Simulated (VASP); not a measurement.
# TiN (Fm-3m) in VASP: a series of runs

Runs on TiN. Level: r2SCAN. Tasks: single point, relaxation of cell and atoms.

Program: VASP 6.6.1. These are calculated values, not measurements. Logs are shortened: lines on timing, memory, paths and dates and some standing lists are left out, and cuts for length are marked.

**1. The cell of the first run**

Symmetry: Fm-3m, No. 225, cubic system. Conventional cell: a = 4.233 Å, b = 4.233 Å, c = 4.233 Å, α = 90.00°, β = 90.00°, γ = 90.00°. Within 2.8 Å of Ti (site symmetry m-3m) lie 6 N at 2.12 Å. N (site symmetry m-3m) has 6 Ti at 2.12 Å within 2.8 Å.

**2. Single point, r2SCAN**

The input, POSCAR:

```
TiN
1.0
    0.0000000000      2.1165046017      2.1165046017
    2.1165046017      0.0000000000      2.1165046017
    2.1165046017      2.1165046017      0.0000000000
Ti N
1 1
Direct
    0.0000000000      0.0000000000      0.0000000000
    0.5000000000      0.5000000000      0.5000000000
```

The input, INCAR.step1:

```
SYSTEM = TiN
PREC     = Accurate       ! precision mode
ENCUT    = 520            ! plane-wave cutoff, eV
ISMEAR   = -1             ! smearing method
SIGMA    = 0.08           ! smearing width, eV
LREAL    = .FALSE.        ! projectors in reciprocal space
LASPH    = .TRUE.         ! aspherical terms in the spheres
NELM     = 100            ! most SCF steps
NBANDS   = 16             ! bands
GGA      = PE             ! functional
ALGO     = Normal         ! electronic algorithm
EDIFF    = 1E-4           ! SCF threshold, eV
LWAVE    = .TRUE.         ! write WAVECAR
LCHARG   = .FALSE.        ! write CHGCAR
```

The input, INCAR.step2:

```
SYSTEM = TiN
PREC     = Accurate       ! precision mode
ENCUT    = 520            ! plane-wave cutoff, eV
EDIFF    = 1E-6           ! SCF threshold, eV
ISMEAR   = -1             ! smearing method
SIGMA    = 0.08           ! smearing width, eV
LREAL    = .FALSE.        ! projectors in reciprocal space
LASPH    = .TRUE.         ! aspherical terms in the spheres
NELM     = 100            ! most SCF steps
ALGO     = Normal         ! electronic algorithm
ISIF     = 2              ! what is computed and relaxed
LWAVE    = .FALSE.        ! write WAVECAR
LCHARG   = .FALSE.        ! write CHGCAR
METAGGA  = R2SCAN         ! meta-GGA
LMIXTAU  = .TRUE.       
NBANDS   = 16             ! bands
ISTART   = 1
```

The input, KPOINTS:

```
Automatic mesh
0
G
  14 14 14
  0 0 0
```

Potentials or basis: VASP PAW PBE potentials, release 64 (Ti_sv, N).

Command:

```console
> cat potpaw_PBE.64/Ti_sv/POTCAR potpaw_PBE.64/N/POTCAR > POTCAR
> cp INCAR.step1 INCAR
> mpirun -np 1 vasp_std > vasp.out
> cp INCAR.step2 INCAR
> mpirun -np 1 vasp_std > vasp.out
```

OUTCAR:

```text
SYSTEM = TiN
   PREC = Accurate
   ENCUT = 520
   EDIFF = 1E-6
   ISMEAR = -1
   LREAL = .FALSE.
   LASPH = .TRUE.
   NELM = 100
   ISIF = 2
   METAGGA = R2SCAN
   ISTART = 1

 ion  position               nearest neighbor table
   1  0.000  0.000  0.000-   2 2.12   2 2.12   2 2.12   2 2.12   2 2.12   2 2.12
   2  0.500  0.500  0.500-   1 2.12   1 2.12   1 2.12   1 2.12   1 2.12   1 2.12

  LATTYP: Found a face centered cubic cell.
 ALAT       =     4.2330092034

  Lattice vectors:

 A1 = (   0.0000000000,   2.1165046017,   2.1165046017)
 A2 = (   2.1165046017,   0.0000000000,   2.1165046017)
 A3 = (   2.1165046017,   2.1165046017,   0.0000000000)

Analysis of symmetry for initial positions (statically):
=====================================================================
 Subroutine PRICEL returns:
 Original cell was already a primitive cell.

 Routine SETGRP: Setting up the symmetry group for a
 face centered cubic supercell.

 Subroutine GETGRP returns: Found 48 space group operations
 (whereof 48 operations were pure point group operations)
 out of a pool of 48 trial point group operations.

The static configuration has the point symmetry O_h .

Analysis of symmetry for dynamics (positions and initial velocities):
=====================================================================
 Subroutine PRICEL returns:
 Original cell was already a primitive cell.

 Routine SETGRP: Setting up the symmetry group for a
 face centered cubic supercell.

 Subroutine GETGRP returns: Found 48 space group operations
 (whereof 48 operations were pure point group operations)
 out of a pool of 48 trial point group operations.

The dynamic configuration has the point symmetry O_h .

 Subroutine INISYM returns: Found 48 space group operations
 (whereof 48 operations are pure point group operations),
 and found     1 'primitive' translations

----------------------------------------------------------------------------------------

                                     Primitive cell

  volume of cell :      18.9622

  direct lattice vectors                    reciprocal lattice vectors
     0.000000000  2.116504602  2.116504602    -0.236238560  0.236238560  0.236238560
     2.116504602  0.000000000  2.116504602     0.236238560 -0.236238560  0.236238560
[... 82 lines left out ...]
   LASPH  =      T    aspherical Exc in radial PAW
   ENCUT  =  520.0 eV  38.22 Ry    6.18 a.u.   5.57  5.57  5.57*2*pi/ulx,y,z
   NELM   =    100;   NELMIN=  2; NELMDL=  0     # of ELM steps
   EDIFF  = 0.1E-05   stopping-criterion for ELM
   LREAL  =      F    real-space projection
   EDIFFG = 0.1E-04   stopping-criterion for IOM
   NSW    =      0    number of steps for IOM
   IBRION =     -1    ionic relax: 0-MD 1-quasi-New 2-CG
   NFREE  =      0    steps in history (QN), initial steepest desc. (CG)
   ISIF   =      2    stress and relaxation
   ISYM   =      2    0-nonsym 1-usesym 2-fastsym
   POTIM  = 0.5000    time-step for ionic-motion
   TEBEG  =    0.0;   TEEND  =   0.0 temperature during run
   PSTRESS=    0.0 pullay stress
   NELECT =      17.0000    total number of electrons
   NUPDOWN=      -1.0000    fix difference up-down
   EMIN   =  10.00;   EMAX   =-10.00  energy-range for DOS
   EFERMI =   0.00;   METHOD = LEGACY
   ISMEAR =    -1;   SIGMA  =   0.08  broadening in eV -4-tet -1-fermi 0-gaus
   EFERMI_NEDOS =   21; number of points for ismear=-14 and -15
   IALGO  =     38    algorithm
   IMIX   =      4    mixing-type and parameters
     AMIX     =   0.40;   BMIX     =  1.00
     AMIX_MAG =   1.60;   BMIX_MAG =  1.00
  volume/ion in A,a.u.               =       9.48        63.98
  Fermi-wavevector in a.u.,A,eV,Ry     =   1.578563  2.983052 33.903830  2.491861
  Thomas-Fermi vector in A             =   2.679075
   LORBIT       =      0    0 simple, 1 ext, 2 COOP (PROOUT), +10 PAW based schemes
   METAGGA = R2SCAN    functional components
   LHFCALC =     F    Hartree Fock is set to
   AEXX    =    0.0000 exact exchange contribution
   IVDW    =     0    specifies the selected vdW correction
   LEPSILON=     F    determine dielectric tensor
   LRPA    =     F    only Hartree local field effects (RPA)
 non-spin polarized calculation
  energy-cutoff  :      520.00
  volume of cell :       18.96
 maximum number of plane-waves:       533
 NGX is ok and might be reduce to    24
   NGX = 11   NGY = 11   NGZ = 11

 number of electron      17.0000001 magnetization

 Free energy of the ion-electron system (eV)
  ---------------------------------------------------
  ext. energy  EPLUGINS =         0.00000000
  ---------------------------------------------------
  free energy    TOTEN  =       -26.02163031 eV

  energy without entropy =      -26.00296690  energy(sigma->0) =      -26.01229860

 E-fermi :  11.7428     XC(G=0): -13.9145

 val. band max:       11.7317789917   @ k =   0.3571   0.1429   0.0714
 cond. band min:      11.7436318541   @ k =  -0.0714   0.0714   0.0000
 fundamental gap:      0.0118528624
 Fermi energy:        11.7428308385

 k-point     1 :       0.0000    0.0000    0.0000
  band No.  band energies     occupation
      1     -48.6213      2.00000
      2     -23.5540      2.00000
      3     -23.5539      2.00000
      4     -23.5539      2.00000
      5      -6.5602      2.00000
      6       9.3460      2.00000
[... 433 lines left out ...]
      3     -23.6290      2.00000
      4     -23.6173      2.00000
      5      -5.4174      2.00000
      6       5.3623      2.00000
[... 8 lines left out ...]
     15      25.5447      0.00000
     16      29.2362      0.00000

 [... further k-points ...]

------------------------ aborting loop because EDIFF is reached ----------------------------------------

  FORCE on cell =-STRESS in cart. coord.  units (eV):
  Direction    XX          YY          ZZ          XY          YZ          ZX
  --------------------------------------------------------------------------------------
  -------------------------------------------------------------------------------------
  Total        0.1786088      0.1786088      0.1786088      0.0000000      0.0000000     -0.0000000
  in kB       15.0912726     15.0912726     15.0912726      0.0000000      0.0000000     -0.0000000
  external PRESSURE =      15.0912726 kB  Pullay stress =       0.0000000 kB

 VOLUME and BASIS-vectors are now :
 -----------------------------------------------------------------------------
  energy-cutoff  :      520.00
  volume of cell :       18.96
      direct lattice vectors                 reciprocal lattice vectors
     0.000000000  2.116504602  2.116504602    -0.236238560  0.236238560  0.236238560
     2.116504602  0.000000000  2.116504602     0.236238560 -0.236238560  0.236238560
     2.116504602  2.116504602  0.000000000     0.236238560  0.236238560 -0.236238560

 POSITION                                       TOTAL-FORCE (eV/Angst)
 -----------------------------------------------------------------------------------
      0.00000      0.00000      0.00000        -0.000000     -0.000000     -0.000000
      2.11650      2.11650      2.11650         0.000000      0.000000      0.000000
 -----------------------------------------------------------------------------------
    total drift:                                0.000000     -0.000000     -0.000000

  FREE ENERGIE OF THE ION-ELECTRON SYSTEM (eV)
  ---------------------------------------------------
  free  energy   TOTEN  =       -26.0216303060 eV

  energy  without entropy=      -26.0029669016  energy(sigma->0) =      -26.01229860
```

OUTCAR.step1:

```text
SYSTEM = TiN
   PREC = Accurate
   ENCUT = 520
   ISMEAR = -1
   LREAL = .FALSE.
   LASPH = .TRUE.
[... 677 lines left out ...]
      0.00000      0.00000      0.00000         0.000000     -0.000000      0.000000
      2.11650      2.11650      2.11650         0.000000      0.000000      0.000000
 -----------------------------------------------------------------------------------
    total drift:                                0.000000     -0.000000     -0.000000

  FREE ENERGIE OF THE ION-ELECTRON SYSTEM (eV)
  ---------------------------------------------------
  free  energy   TOTEN  =       -19.6419770257 eV

  energy  without entropy=      -19.6225655665  energy(sigma->0) =      -19.63227130
```

OSZICAR.step1:

```text
N       E                     dE             d eps       ncg     rms          rms(c)
DAV:   1     0.132703068110E+03    0.13270E+03   -0.82860E+03  3336   0.126E+03
DAV:   2    -0.165756690944E+02   -0.14928E+03   -0.13920E+03  3632   0.345E+02
DAV:   3    -0.246041434376E+02   -0.80285E+01   -0.79309E+01  4328   0.826E+01
DAV:   4    -0.247993557038E+02   -0.19521E+00   -0.19503E+00  3976   0.124E+01
DAV:   5    -0.248040362153E+02   -0.46805E-02   -0.46805E-02  4008   0.167E+00    0.183E+01
DAV:   6    -0.200194315576E+02    0.47846E+01   -0.12937E+01  4360   0.536E+01    0.688E+00
DAV:   7    -0.196818682118E+02    0.33756E+00   -0.16486E+00  3952   0.161E+01    0.497E+00
DAV:   8    -0.199027289293E+02   -0.22086E+00   -0.10505E+00  4488   0.152E+01    0.600E+00
DAV:   9    -0.196521026267E+02    0.25063E+00   -0.34312E-01  3800   0.905E+00    0.157E+00
DAV:  10    -0.196449714891E+02    0.71311E-02   -0.32309E-02  4088   0.203E+00    0.412E-01
DAV:  11    -0.196420110065E+02    0.29605E-02   -0.46051E-03  4856   0.816E-01    0.165E-01
DAV:  12    -0.196419770257E+02    0.33981E-04   -0.37831E-04  3720   0.182E-01
   1 F= -.19641977E+02 E0= -.19632271E+02  d E =-.194115E-01
```

Run time: 42 s. Hardware: 1 thread of Intel Xeon 6975P-C (Granite Rapids), shared host; peak memory 0.16 GiB.

What came out:

```yaml
Free_energy: -26.0216 eV
Pressure: 1.5 GPa
```

Caveat: the PAW data sets were made with another functional, which shifts forces and pressure a little.

**3. Relaxation of cell and atoms, r2SCAN**

This run uses another cell than the first one, of 9.51 Å³/atom, 1.004 times its volume.

The input, POSCAR:

```
TiN
1.0
    0.0000000000      2.1190000000      2.1190000000
    2.1190000000      0.0000000000      2.1190000000
    2.1190000000      2.1190000000      0.0000000000
Ti N
1 1
Direct
    0.0000000000      0.0000000000      0.0000000000
    0.5000000000      0.5000000000      0.5000000000
```

The input, INCAR.step1:

```
SYSTEM = TiN
ALGO = Normal
EDIFF = 1E-4
ENCUT = 600
GGA = PE
ISMEAR = -1
LASPH = .TRUE.
LCHARG = .FALSE.
LREAL = .FALSE.
LWAVE = .TRUE.
NELM = 100
PREC = Accurate
SIGMA = 0.08
```

The input, INCAR.step2:

```
SYSTEM = TiN
ALGO = Normal
EDIFF = 1E-7
EDIFFG = -0.002
ENCUT = 600
IBRION = 2
ISIF = 3
ISMEAR = -1
ISTART = 1
LASPH = .TRUE.
LCHARG = .FALSE.
LMIXTAU = .TRUE.
LREAL = .FALSE.
LWAVE = .FALSE.
METAGGA = R2SCAN
NELM = 100
NSW = 100
PREC = Accurate
SIGMA = 0.08
```

The input, KPOINTS:

```
k-points
0
G
  14 14 14
  0 0 0
```

Potentials or basis: VASP PAW PBE potentials, release 64 (Ti_sv, N).

Command:

```console
> cat potpaw_PBE.64/Ti_sv/POTCAR potpaw_PBE.64/N/POTCAR > POTCAR
> cp INCAR.step1 INCAR
> mpirun -np 1 vasp_std > vasp.out
> cp INCAR.step2 INCAR
> mpirun -np 1 vasp_std > vasp.out
```

Wall time 92 s (1 thread of Intel Xeon 6975P-C (Granite Rapids), shared host); peak memory 0.17 GiB.

The run converged. Its results:

| Item | Value |
| --- | --- |
| Free energy | -26.0226 eV |
| Relaxed volume | 9.53 Å³/atom |
| Relaxed cell | a = 2.999 Å, b = 2.999 Å, c = 2.999 Å, α = 60.00°, β = 60.00°, γ = 60.00° |
| Space group after relaxing (to 0.05 Å) | Fm-3m (No. 225) |
| Energy gained by relaxing | 0.0 meV/atom |
| Ionic steps | 3 |
| Pressure after relaxing | 0.0 GPa |

Final structure:
```yaml
crystal:
  lattice:
    - [0.00000, 2.12039, 2.12039]
    - [2.12039, 0.00000, 2.12039]
    - [2.12039, 2.12039, 0.00000]
  atoms:
    - { symbol: Ti, position: [0.00000, 0.00000, 0.00000] }
    - { symbol: N, position: [0.50000, 0.50000, 0.50000] }
```

Levels at points of the mesh, in eV from the Fermi level:
```csv
k point,band 7,band 8,band 9,band 10,band 11,band 12
"(0.00, 0.00, 0.00)",-2.39,-2.39,-0.62,-0.62,-0.62,0.58
"(0.50, 0.00, 0.00)",-5.92,-5.92,1.73,1.73,2.43,5.93
"(0.50, 0.50, 0.00)",-3.62,-3.62,-3.10,1.66,2.43,2.43
```

Caveat: the PAW data sets were made with another functional, which shifts forces and pressure a little.
